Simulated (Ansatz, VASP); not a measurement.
# One calculation of K, two programs

```
K
1.0
     4.75665    0.00000    0.00000
    -2.37833    4.11938    0.00000
     0.00000    0.00000   15.49050
K
4
Cartesian
  -2.3783 4.1194 0.0000
  2.3783 4.1194 7.7452
  0.0000 2.7463 3.8726
  2.3783 1.3731 11.6179
```

Alike in both runs: functional BLYP; k mesh 8 × 8 × 2; occupations fermi-dirac, width 0.1 eV; no spin polarisation.

Ansatz relaxed the structure, and its values are those at the end. VASP's run is a single point on that final structure, the one shown.

```csv
,VASP,Ansatz
version,VASP 6.6.1,Ansatz 0.2.0
potentials or method,"VASP PAW PBE potentials, release 64 (K_sv), cutoff 520 eV","plane waves (420 eV) with PAW, scalar-relativistic"
valence electrons in the cell,36,36
```

```tsv
	VASP	Ansatz	Ansatz less VASP
pressure (GPa)	0.0	0.0	+0.01
```

VASP's potentials were made for PBE, not for BLYP.
